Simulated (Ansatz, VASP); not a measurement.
## Two plane-wave programs on ScGa7N8

```
Sc Ga N
1.0
     3.33749    0.00000    4.57006
     3.33749    0.00000   -4.57006
    -3.33749    5.78140    0.00000
Sc Ga N
1 7 8
Direct
  0.16688 0.16688 0.33377
  0.16845 0.16845 0.83410
  0.66583 0.66583 0.33166
  0.66565 0.66565 0.83410
  0.08257 0.58257 0.16514
  0.58257 0.08257 0.16514
  0.08435 0.58381 0.66815
  0.58381 0.08435 0.66815
  0.41625 0.91747 0.33373
  0.91747 0.41625 0.33373
  0.41645 0.91645 0.83291
  0.91645 0.41645 0.83291
  0.34036 0.34036 0.15989
  0.34018 0.34018 0.68036
  0.81953 0.81953 0.15989
  0.83318 0.83318 0.66636
```

Alike in both runs: functional LDA; k mesh 4 × 4 × 4; occupations gaussian, width 0.1 eV; no spin polarisation.

Ansatz relaxed the structure, and its values are those at the end. VASP's run is a single point on that final structure, the one shown.

```csv
,VASP,Ansatz
version,VASP 6.6.1,Ansatz 0.2.0
potentials or method,"VASP PAW LDA potentials, release 64 (Sc_sv, Ga_d, N), cutoff 600 eV","scalar-relativistic, plane waves, PAW"
valence electrons in the cell,142,142
```

```tsv
	VASP	Ansatz	Ansatz less VASP
gap on the k mesh at the Fermi level (eV)	1.51	1.50	-0.010
least direct gap on the mesh (eV)	1.51	1.50	-0.010
pressure (GPa)	1.1	0.0	-1.11
rms of the force components (eV/Å)	0.010	0.002	-0.0077
```

Ansatz warns that its potentials were made for another functional, while VASP's fit it. LDA's correlation is that of Perdew and Zunger in VASP and of Perdew and Wang (1992) in Ansatz.
